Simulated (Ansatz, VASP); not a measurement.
## I: VASP beside Ansatz

The input INCAR:

```
SYSTEM = I
  PREC = Accurate
  ENCUT = 520
  EDIFF = 1E-6
  ISMEAR = -1
  SIGMA = 0.1
  LREAL = .FALSE.
  LASPH = .TRUE.
  NELM = 80
  ALGO = Normal
  ISIF = 2
  LWAVE = .FALSE.
  LCHARG = .FALSE.
  GGA = PE
  NBANDS = 10
```

KPOINTS

```
regular mesh
0
G
  11 11 11
  0 0 0
```

Contents of POSCAR:

```
I
1.0
    2.8934737493      0.0000000000      0.0000000000
    0.0000000000      2.8934737493      0.0000000000
    0.0000000000      0.0000000000      2.8934737493
I
1
Direct
    0.0000000000      0.0000000000      0.0000000000
```

Input for Ansatz:

```yaml
crystal:
  lattice:
    - [2.8934737493, 0.0, 0.0]
    - [0.0, 2.8934737493, 0.0]
    - [0.0, 0.0, 2.8934737493]
  atoms:
    - { symbol: I, position: [0.0, 0.0, 0.0] }
kpoints:
  mp_grid: { grid: [11, 11, 11] }
scf:
  occupations: { method: fermi_dirac, width: 0.1 }
hamiltonian:
  xc: pbe
  pseudopotentials: { kind: all_electron, lapw: { basis_error: 0.001 } }
output:
  forces: true
  stress: true
  eigenvalues: true
  populations: true
```

Change from the starting cell: volume scaled by 0.58, LAPW.

Alike in both runs: task single point; functional PBE; k mesh 11 × 11 × 11; occupations fermi-dirac, width 0.1 eV; no spin polarisation.

```csv
,VASP,Ansatz
version,VASP 6.6.1,Ansatz 0.2.0
potentials or method,"VASP PAW PBE potentials, release 64 (I), cutoff 520 eV","all-electron LAPW, scalar-relativistic"
```

VASP gave:

- pressure (GPa): 49.1

Estimate Ansatz's values.

pressure (GPa): 49.2.

Both programs put the cell under a high pressure, so it lies far from rest at this level. Ansatz ran all-electron here, and VASP with PAW potentials.

Neither program's run includes spin-orbit coupling.
